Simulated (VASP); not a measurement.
# Si in VASP: a series of runs

Runs on Si. Level: PBE. Tasks: single point.

Program: VASP 6.6.1. These are calculated values, not measurements. Logs are shortened: lines on timing, memory, paths and dates and some standing lists are left out, and cuts for length are marked.

## (1) The cell of the first run

The cell holds a slab with vacuum, 2 atoms: a = 3.750 Å, b = 3.750 Å, c = 28.000 Å, α = 90.00°, β = 90.00°, γ = 120.00°.

## (2) Single point, PBE

Input file INCAR:

```
ALGO = Normal
DIPOL = 0.5 0.5 0.500
EDIFF = 1E-6
ENCUT = 520
GGA = PE
IDIPOL = 3
ISIF = 2
ISMEAR = 0
LASPH = T
LCHARG = F
LDIPOL = T
LREAL = F
LWAVE = F
NBANDS = 11
NELM = 60
PREC = Accurate
SIGMA = 0.1
```

Input file KPOINTS:

```
k-points
0
Gamma
  15 15 1
```

Input file POSCAR:

```
Si
1.0
    3.7500000000      0.0000000000      0.0000000000
   -1.8750000000      3.2475952642      0.0000000000
    0.0000000000      0.0000000000     28.0000000000
Si
2
Direct
    0.3333333333      0.6666666667      0.5127500000
    0.6666666667      0.3333333333      0.4872500000
```

Potentials or basis: VASP PAW PBE potentials, release 64 (Si).

The run is started by

```sh
$ cat potpaw_PBE.64/Si/POTCAR > POTCAR
$ mpirun -np 1 vasp_std > vasp.out
```

OUTCAR:

```text
EDIFF = 1E-6
   ENCUT = 520
   GGA = PE
   ISIF = 2
   ISMEAR = 0
   LASPH = T
   LREAL = F
   NELM = 60
   PREC = Accurate

 ion  position               nearest neighbor table
   1  0.333  0.667  0.513-   2 2.28   2 2.28   2 2.28
   2  0.667  0.333  0.487-   1 2.28   1 2.28   1 2.28

  LATTYP: Found a hexagonal cell.
 ALAT       =     3.7500000000
 C/A-ratio  =     7.4666666667

  Lattice vectors:

 A1 = (   3.7500000000,   0.0000000000,   0.0000000000)
 A2 = (  -1.8750000000,   3.2475952642,   0.0000000000)
 A3 = (   0.0000000000,   0.0000000000,  28.0000000000)

Analysis of symmetry for initial positions (statically):
=====================================================================
 Subroutine PRICEL returns:
 Original cell was already a primitive cell.

 Routine SETGRP: Setting up the symmetry group for a
 hexagonal supercell.

 Subroutine GETGRP returns: Found 12 space group operations
 (whereof 12 operations were pure point group operations)
 out of a pool of 24 trial point group operations.

The static configuration has the point symmetry D_3d.

Analysis of symmetry for dynamics (positions and initial velocities):
=====================================================================
 Subroutine PRICEL returns:
 Original cell was already a primitive cell.

 Routine SETGRP: Setting up the symmetry group for a
 hexagonal supercell.

 Subroutine GETGRP returns: Found 12 space group operations
 (whereof 12 operations were pure point group operations)
 out of a pool of 24 trial point group operations.

The dynamic configuration has the point symmetry D_3d.

 Subroutine INISYM returns: Found 12 space group operations
 (whereof 12 operations are pure point group operations),
 and found     1 'primitive' translations

----------------------------------------------------------------------------------------

                                     Primitive cell

  volume of cell :     340.9975

  direct lattice vectors                    reciprocal lattice vectors
     3.750000000  0.000000000  0.000000000     0.266666667  0.153960072  0.000000000
    -1.875000000  3.247595264  0.000000000     0.000000000  0.307920144  0.000000000
     0.000000000  0.000000000 28.000000000     0.000000000  0.000000000  0.035714286

  length of vectors
     3.750000000  3.750000000 28.000000000     0.307920144  0.307920144  0.035714286

  position of ions in fractional coordinates (direct lattice)
     0.333333333  0.666666667  0.512750000
     0.666666667  0.333333333  0.487250000

  ion indices of the primitive-cell ions
   primitive index   ion index
                 1           1
                 2           2

[... 88 lines left out ...]
   IALGO  =     38    algorithm
   IMIX   =      4    mixing-type and parameters
     AMIX     =   0.40;   BMIX     =  1.00
     AMIX_MAG =   1.60;   BMIX_MAG =  1.00
  volume/ion in A,a.u.               =     170.50      1150.58
  Fermi-wavevector in a.u.,A,eV,Ry     =   0.468656  0.885632  2.988366  0.219639
  Thomas-Fermi vector in A             =   1.459759
   LORBIT       =      0    0 simple, 1 ext, 2 COOP (PROOUT), +10 PAW based schemes
   GGA     = PE    functional components
   LHFCALC =     F    Hartree Fock is set to
   AEXX    =    0.0000 exact exchange contribution
   IVDW    =     0    specifies the selected vdW correction
   LEPSILON=     F    determine dielectric tensor
   LRPA    =     F    only Hartree local field effects (RPA)
 non-spin polarized calculation
 Gauss-broadening in eV      SIGMA  =   0.10
  energy-cutoff  :      520.00
  volume of cell :      341.00
 maximum number of plane-waves:      9235
 NGX is ok and might be reduce to    28
   NGX = 13   NGY = 13   NGZ =105

 number of electron       8.0000000 magnetization

 dipolmoment           0.000000      0.000000     -0.000000 electrons x Angstroem

 Free energy of the ion-electron system (eV)
  ---------------------------------------------------
  ext. energy  EPLUGINS =         0.00000000
  ---------------------------------------------------
  free energy    TOTEN  =        -9.46372566 eV

  energy without entropy =       -9.46272265  energy(sigma->0) =       -9.46322415

 E-fermi :  -3.3471     XC(G=0):  -1.6182

 val. band max:       -3.3471163208   @ k =   0.3333   0.3333   0.0000
 cond. band min:      -2.9337237124   @ k =   0.3333   0.2667   0.0000
 fundamental gap:      0.4133926085
 Fermi energy:        -3.3471162576

 k-point     1 :       0.0000    0.0000    0.0000
  band No.  band energies     occupation
      1     -14.2125      2.00000
      2      -6.7647      2.00000
      3      -3.6874      2.00000
      4      -3.6874      2.00000
      5      -1.4027      0.00000
      6      -0.1460      0.00000
      7       0.3633      0.00000
      8       0.3633      0.00000
      9       0.9212      0.00000
     10       1.1735      0.00000
     11       1.6363      0.00000
[... 309 lines left out ...]
 k-point    24 :       0.4000    0.2000    0.0000
  band No.  band energies     occupation
      1     -11.3938      2.00000
      2     -10.1722      2.00000
      3      -6.8347      2.00000
      4      -3.9745      2.00000
      5      -2.8760      0.00000
      6       0.9558      0.00000
      7       1.0272      0.00000
      8       2.8154      0.00000
      9       3.3382      0.00000
     10       4.8113      0.00000
     11       4.9574      0.00000

 [... further k-points ...]

------------------------ aborting loop because EDIFF is reached ----------------------------------------

 vacuum level on the upper side and lower side of the slab       (xc-potential included)        -0.006        -0.006

  FORCE on cell =-STRESS in cart. coord.  units (eV):
  Direction    XX          YY          ZZ          XY          YZ          ZX
  --------------------------------------------------------------------------------------
  -------------------------------------------------------------------------------------
  Total        1.3297569      1.3297569     -0.4035719      0.0000000      0.0000000      0.0000000
  in kB        6.2478649      6.2478649     -1.8961831      0.0000000      0.0000000      0.0000000
  external PRESSURE =       3.5331822 kB  Pullay stress =       0.0000000 kB

 VOLUME and BASIS-vectors are now :
 -----------------------------------------------------------------------------
  energy-cutoff  :      520.00
  volume of cell :      341.00
      direct lattice vectors                 reciprocal lattice vectors
     3.750000000  0.000000000  0.000000000     0.266666667  0.153960072  0.000000000
    -1.875000000  3.247595264  0.000000000     0.000000000  0.307920144  0.000000000
     0.000000000  0.000000000 28.000000000     0.000000000  0.000000000  0.035714286

 POSITION                                       TOTAL-FORCE (eV/Angst)
 -----------------------------------------------------------------------------------
     -0.00000      2.16506     14.35700         0.000000      0.000000     -0.559746
      1.87500      1.08253     13.64300        -0.000000      0.000000      0.559746
 -----------------------------------------------------------------------------------
    total drift:                               -0.000000     -0.000000     -0.000000

  FREE ENERGIE OF THE ION-ELECTRON SYSTEM (eV)
  ---------------------------------------------------
  free  energy   TOTEN  =        -9.4637256562 eV

  energy  without entropy=       -9.4627226476  energy(sigma->0) =       -9.46322415

 vacuum level on the upper side and lower side of the slab         1.199         1.199
```

Run time: 3.3 min. Hardware: 1 thread of AMD EPYC 7R13 (Zen 3), shared host; peak memory 0.39 GiB.

Results:

```yaml
Free_energy: -9.4637 eV
Largest_force: 0.560 eV/Å
Band_gap_on_the_k_mesh: zero (filled and empty bands touch)
```

Forces in eV/Å, atoms in the order of the input:
```
Si   0.000  0.000 -0.560
Si   0.000  0.000  0.560
```

Levels at points of the mesh, in eV from the Fermi level:
| k point | band 1 | band 2 | band 3 | band 4 | band 5 | band 6 | band 7 | band 8 |
| --- | --- | --- | --- | --- | --- | --- | --- | --- |
| (0.00, 0.00, 0.00) | -10.87 | -3.42 | -0.34 | -0.34 | 1.94 | 3.20 | 3.71 | 3.71 |

## (3) Single point, PBE

Input file INCAR:

```
SYSTEM = Si
PREC = Accurate ; ENCUT = 520
EDIFF = 1E-6 ; ISMEAR = 0
SIGMA = 0.1 ; LREAL = .FALSE.
LASPH = .TRUE. ; NELM = 100
ALGO = Normal ; ISIF = 2
LWAVE = .FALSE. ; LCHARG = .FALSE.
LDIPOL = .TRUE. ; IDIPOL = 3
DIPOL = 0.5 0.5 0.500 ; GGA = PE
NBANDS = 11
```

Input file KPOINTS:

```
regular mesh
0
G
  15 15 1
  0 0 0
```

Input file POSCAR:

```
Si
1.0
    3.7500000000      0.0000000000      0.0000000000
   -1.8750000000      3.2475952642      0.0000000000
    0.0000000000      0.0000000000     28.0000000000
Si
2
Direct
    0.3333333333      0.6666666667      0.5178571429
    0.6666666667      0.3333333333      0.4821428571
```

Potentials or basis: VASP PAW PBE potentials, release 64 (Si).

The run is started by

```sh
$ cat potpaw_PBE.64/Si/POTCAR > POTCAR
$ mpirun -np 1 vasp_std > vasp.out
```

OUTCAR:

```text
SYSTEM = Si
   PREC = Accurate
   ENCUT = 520
   EDIFF = 1E-6
   ISMEAR = 0
   LREAL = .FALSE.
   LASPH = .TRUE.
   NELM = 100
   ISIF = 2
   GGA = PE

 ion  position               nearest neighbor table
   1  0.333  0.667  0.518-   2 2.38   2 2.38   2 2.38
   2  0.667  0.333  0.482-   1 2.38   1 2.38   1 2.38

  LATTYP: Found a hexagonal cell.
 ALAT       =     3.7500000000
 C/A-ratio  =     7.4666666667

  Lattice vectors:

 A1 = (   3.7500000000,   0.0000000000,   0.0000000000)
 A2 = (  -1.8750000000,   3.2475952642,   0.0000000000)
 A3 = (   0.0000000000,   0.0000000000,  28.0000000000)

Analysis of symmetry for initial positions (statically):
=====================================================================
 Subroutine PRICEL returns:
 Original cell was already a primitive cell.

 Routine SETGRP: Setting up the symmetry group for a
 hexagonal supercell.

 Subroutine GETGRP returns: Found 12 space group operations
 (whereof 12 operations were pure point group operations)
 out of a pool of 24 trial point group operations.

[... 182 lines left out ...]
      7       0.8785      0.00000
      8       0.8959      0.00000
      9       0.8959      0.00000
     10       1.1400      0.00000
     11       1.4729      0.00000
[... 309 lines left out ...]
 k-point    24 :       0.4000    0.2000    0.0000
  band No.  band energies     occupation
      1     -10.7638      2.00000
      2      -9.5552      2.00000
      3      -6.1113      2.00000
      4      -4.0459      2.00000
      5      -3.0595      0.52472
      6       0.5634      0.00000
      7       1.6739      0.00000
      8       2.3612      0.00000
      9       3.1148      0.00000
     10       4.7477      0.00000
     11       4.8932      0.00000

 [... further k-points ...]

------------------------ aborting loop because EDIFF is reached ----------------------------------------

 vacuum level on the upper side and lower side of the slab       (xc-potential included)        -0.007        -0.007

  FORCE on cell =-STRESS in cart. coord.  units (eV):
  Direction    XX          YY          ZZ          XY          YZ          ZX
  --------------------------------------------------------------------------------------
  -------------------------------------------------------------------------------------
  Total       -0.2638586     -0.2638586     -1.8660237      0.0000000      0.0000000      0.0000000
  in kB       -1.2397398     -1.2397398     -8.7675153      0.0000000      0.0000000      0.0000000
  external PRESSURE =      -3.7489983 kB  Pullay stress =       0.0000000 kB

 VOLUME and BASIS-vectors are now :
 -----------------------------------------------------------------------------
  energy-cutoff  :      520.00
  volume of cell :      341.00
      direct lattice vectors                 reciprocal lattice vectors
     3.750000000  0.000000000  0.000000000     0.266666667  0.153960072  0.000000000
    -1.875000000  3.247595264  0.000000000     0.000000000  0.307920144  0.000000000
     0.000000000  0.000000000 28.000000000     0.000000000  0.000000000  0.035714286

 POSITION                                       TOTAL-FORCE (eV/Angst)
 -----------------------------------------------------------------------------------
     -0.00000      2.16506     14.50000         0.000000     -0.000000     -1.862432
      1.87500      1.08253     13.50000        -0.000000      0.000000      1.862432
 -----------------------------------------------------------------------------------
    total drift:                               -0.000000      0.000000      0.000000

  FREE ENERGIE OF THE ION-ELECTRON SYSTEM (eV)
  ---------------------------------------------------
  free  energy   TOTEN  =        -9.1053268469 eV

  energy  without entropy=       -9.0978179834  energy(sigma->0) =       -9.10157242

 vacuum level on the upper side and lower side of the slab         1.176         1.176
```

OSZICAR:

```text
N       E                     dE             d eps       ncg     rms          rms(c)
DAV:   1     0.376110739687E+02    0.37611E+02   -0.20761E+03   594   0.440E+02
DAV:   2    -0.656057893526E+01   -0.44172E+02   -0.40708E+02   928   0.712E+01
DAV:   3    -0.956942072367E+01   -0.30088E+01   -0.30017E+01   871   0.225E+01
[... 14 lines left out ...]
DAV:  18    -0.910531238355E+01   -0.18299E-04   -0.11415E-06   845   0.450E-03    0.307E-03
DAV:  19    -0.910532055601E+01   -0.81725E-05   -0.86660E-07   792   0.345E-03    0.183E-03
DAV:  20    -0.910532484591E+01   -0.42899E-05   -0.12218E-07   825   0.153E-03    0.986E-04
DAV:  21    -0.910532608673E+01   -0.12408E-05   -0.21662E-08   823   0.572E-04    0.427E-04
DAV:  22    -0.910532684690E+01   -0.76018E-06   -0.11205E-08   745   0.409E-04
   1 F= -.91053268E+01 E0= -.91015724E+01  d E =-.750886E-02
```

stdout:

```text
POSCAR found type information on POSCAR Si
 POSCAR found :  1 types and       2 ions
 scaLAPACK will be used
 LDA part: xc-table for (Slater+PW92), standard interpolation
 POSCAR, INCAR and KPOINTS ok, starting setup
 FFT: planning ... GRIDC
 FFT: planning ... GRID_SOFT
 FFT: planning ... GRID
 WAVECAR not read
 entering main loop
```

It took 2.5 min on 1 thread of AMD EPYC 7R13 (Zen 3), shared host; peak memory 0.39 GiB.

What came out:

* Free energy: -9.1053 eV
* Largest force: 1.862 eV/Å
* Band gap on the k mesh: zero (band 4 reaches -2.78 eV, above the bottom of band 5 at -3.47 eV)

Forces on the atoms (eV/Å):
```
Si   0.000  0.000 -1.862
Si   0.000  0.000  1.862
```

## (4) Single point, PBE

This run uses another cell than the first one, of 182.05 Å³/atom, 1.068 times its volume.

Input file INCAR:

```
PREC = Accurate ; ENCUT = 520
EDIFF = 1E-6 ; ISMEAR = 0
SIGMA = 0.1 ; LREAL = False
LASPH = True ; NELM = 100
ALGO = Normal ; ISIF = 2
LWAVE = False ; LCHARG = False
LDIPOL = True ; IDIPOL = 3
DIPOL = 0.5 0.5 0.500 ; GGA = PE
NBANDS = 11
```

Input file KPOINTS:

```
Automatic mesh
0
Gamma
  15 15 1
```

Input file POSCAR:

```
Si
1.0
    3.8750000000      0.0000000000      0.0000000000
   -1.9375000000      3.3558484397      0.0000000000
    0.0000000000      0.0000000000     28.0000000000
Si
2
Direct
    0.3333333333      0.6666666667      0.5025535714
    0.6666666667      0.3333333333      0.4974464286
```

The run is started by

```sh
$ cat potpaw_PBE.64/Si/POTCAR > POTCAR
$ mpirun -np 1 vasp_std > vasp.out
```

Run time: 2.3 min. Hardware: 1 thread of Intel Xeon 6975P-C (Granite Rapids), shared host; peak memory 0.45 GiB.

The run converged. Its results:

* Free energy: -9.5336 eV
* Largest force: 0.117 eV/Å
* Band gap on the k mesh: zero (filled and empty bands touch)

Forces in eV/Å, atoms in the order of the input:
```
Si   0.000  0.000  0.117
Si   0.000  0.000 -0.117
```

Levels at points of the mesh, in eV from the Fermi level:
| k point | band 2 | band 3 | band 4 | band 5 | band 6 | band 7 |
| --- | --- | --- | --- | --- | --- | --- |
| (0.00, 0.00, 0.00) | -3.14 | -1.74 | -1.74 | 1.55 | 2.62 | 2.62 |

## (5) Single point, PBE

This run uses another cell than the first one, of 182.05 Å³/atom, 1.068 times its volume.

Input file INCAR:

```
ALGO = Normal ; DIPOL = 0.5 0.5 0.500
EDIFF = 1E-6 ; ENCUT = 520
GGA = PE ; IDIPOL = 3
ISIF = 2 ; ISMEAR = 0
LASPH = True ; LCHARG = False
LDIPOL = True ; LREAL = False
LWAVE = False ; NBANDS = 11
NELM = 80 ; PREC = Accurate
SIGMA = 0.1
```

Input file KPOINTS:

```
k-points
0
Gamma
  15 15 1
```

Input file POSCAR:

```
Si
1.0
    3.8750000000      0.0000000000      0.0000000000
   -1.9375000000      3.3558484397      0.0000000000
    0.0000000000      0.0000000000     28.0000000000
Si
2
Direct
    0.3333333333      0.6666666667      0.5076607143
    0.6666666667      0.3333333333      0.4923392857
```

The run is started by

```sh
$ cat potpaw_PBE.64/Si/POTCAR > POTCAR
$ mpirun -np 1 vasp_std > vasp.out
```

Run time: 2.3 min. Hardware: 1 thread of Intel Xeon 6975P-C (Granite Rapids), shared host; peak memory 0.46 GiB.

The run converged. Its results:

```
Free energy            : -9.5685 eV
Largest force          : 0.022 eV/Å
Band gap on the k mesh : zero (filled and empty bands touch)
```

Forces in eV/Å, atoms in the order of the input:
```
Si   0.000  0.000  0.022
Si   0.000  0.000 -0.022
```

Levels at points of the mesh, in eV from the Fermi level:
```tsv
k point	band 1	band 2	band 3	band 4	band 5	band 6	band 7	band 8
(0.00, 0.00, 0.00)	-11.10	-3.15	-1.31	-1.31	1.79	2.63	2.93	2.93
```

## (6) Single point, PBE

This run uses another cell than the first one, of 182.05 Å³/atom, 1.068 times its volume.

Input file INCAR:

```
PREC     = Accurate       # precision mode
ENCUT    = 520            # plane-wave cutoff, eV
EDIFF    = 1E-6           # SCF threshold, eV
ISMEAR   = 0              # smearing method
SIGMA    = 0.1            # smearing width, eV
LREAL    = False          # projectors in reciprocal space
LASPH    = True           # aspherical terms in the spheres
NELM     = 60             # most SCF steps
ALGO     = Normal         # electronic algorithm
ISIF     = 2              # what is computed and relaxed
LWAVE    = False          # write WAVECAR
LCHARG   = True           # write CHGCAR
LDIPOL   = True         
IDIPOL   = 3            
DIPOL    = 0.5 0.5 0.500
GGA      = PE             # functional
LELF     = True           # ELF
LVHAR    = True         
LVACPOTAV= True         
NBANDS   = 11             # bands
```

Input file KPOINTS:

```
regular mesh
0
Gamma
  15 15 1
```

Input file POSCAR:

```
Si
1.0
    3.8750000000      0.0000000000      0.0000000000
   -1.9375000000      3.3558484397      0.0000000000
    0.0000000000      0.0000000000     28.0000000000
Si
2
Direct
    0.3333333333      0.6666666667      0.5127500000
    0.6666666667      0.3333333333      0.4872500000
```

Potentials or basis: VASP PAW PBE potentials, release 64 (Si).

The run is started by

```sh
$ cat potpaw_PBE.64/Si/POTCAR > POTCAR
$ mpirun -np 1 vasp_std > vasp.out
```

It took 2.2 min on 1 thread of Intel Xeon 6975P-C (Granite Rapids), shared host; peak memory 0.45 GiB.

It converged, with:

- Free energy: -9.4709 eV
- Largest force: 0.847 eV/Å
- Band gap on the k mesh: zero (filled and empty bands touch)

Forces on the atoms (eV/Å):
```
Si   0.000  0.000 -0.847
Si   0.000  0.000  0.847
```

Levels at points of the mesh, in eV from the Fermi level:
| k point | band 1 | band 2 | band 3 | band 4 | band 5 | band 6 | band 7 | band 8 | band 9 |
| --- | --- | --- | --- | --- | --- | --- | --- | --- | --- |
| (0.00, 0.00, 0.00) | -10.49 | -3.21 | -0.51 | -0.51 | 2.06 | 2.35 | 3.50 | 3.50 | 4.35 |
